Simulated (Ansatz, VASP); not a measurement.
**LiH in VASP and in Ansatz**

The input POSCAR:

```
LiH
1.0
    2.9278578914      0.0000000000      0.0000000000
   -1.4639289457      2.5355993126      0.0000000000
    0.0000000000      0.0000000000      5.1292784336
Li H
2 2
Direct
    0.0000000000      0.0000000000      0.0000000000
    0.0000000000      0.0000000000      0.5000000000
    0.3333333333      0.6666666667      0.2500000000
    0.6666666667      0.3333333333      0.7500000000
```

The input INCAR.step1:

```
ALGO = Normal ; EDIFF = 1E-4
ENCUT = 520 ; GGA = PE
ISMEAR = 0 ; LASPH = True
LCHARG = False ; LREAL = False
LWAVE = True ; NBANDS = 12
NELM = 60 ; PREC = Accurate
SIGMA = 0.01
```

The input INCAR.step2:

```
ALGO = Normal ; EDIFF = 1E-6
ENCUT = 520 ; ISIF = 2
ISMEAR = 0 ; ISTART = 1
LASPH = True ; LCHARG = True
LELF = True ; LMIXTAU = True
LREAL = False ; LVHAR = True
LWAVE = False ; METAGGA = R2SCAN
NBANDS = 12 ; NELM = 60
PREC = Accurate ; SIGMA = 0.01
```

File KPOINTS:

```
k-points
0
Gamma
  12 12 6
```

Input for Ansatz:

```yaml
crystal:
  lattice:
    - [2.9278578914, 0.0, 0.0]
    - [-1.4639289457, 2.5355993126, 0.0]
    - [0.0, 0.0, 5.1292784336]
  atoms:
    - { symbol: Li, position: [0.0, 0.0, 0.0] }
    - { symbol: Li, position: [0.0, 0.0, 0.5] }
    - { symbol: H, position: [0.3333333333, 0.6666666667, 0.25] }
    - { symbol: H, position: [0.6666666667, 0.3333333333, 0.75] }
kpoints:
  mp_grid: { grid: [12, 12, 6] }
  band_path:
    path:
      - [0.0, 0.0, 0.0]
      - [0.5, 0.0, 0.0]
      - [0.3333333333, 0.3333333333, 0.0]
      - [0.0, 0.0, 0.5]
      - [0.5, 0.0, 0.5]
      - [0.3333333333, 0.3333333333, 0.5]
      - [0.5, 0.0, 0.25]
      - [0.0, 0.5, 0.0]
      - [0.0, -0.5, 0.416667]
    npoints: 1
hamiltonian:
  xc: r2scan
scf:
  occupations: { method: fixed }
  n_extra_bands: 5
output:
  forces: true
  stress: true
  eigenvalues: true
```

Change from the starting cell: hydrostatic strain +5.3%.

Alike in both runs: task single point; functional r2SCAN; k mesh 12 × 12 × 6; no spin polarisation.

```csv
,VASP,Ansatz
version,VASP 6.6.1,Ansatz 0.2.0
potentials or method,"VASP PAW PBE potentials, release 64 (Li_sv, H)","plane waves, PAW"
plane-wave cutoff (eV),520,500
occupations,"gaussian, width 0.01 eV",fixed
valence electrons in the cell,8,8
```

|  | VASP | Ansatz | Ansatz less VASP |
| --- | --- | --- | --- |
| gap on the k mesh at the Fermi level (eV) | 4.80 | 4.78 | -0.020 |

VASP's potentials were made for PBE, not for r2SCAN.

Noted on VASP's run: the cutoff is short for stress, so the pressure is rough.
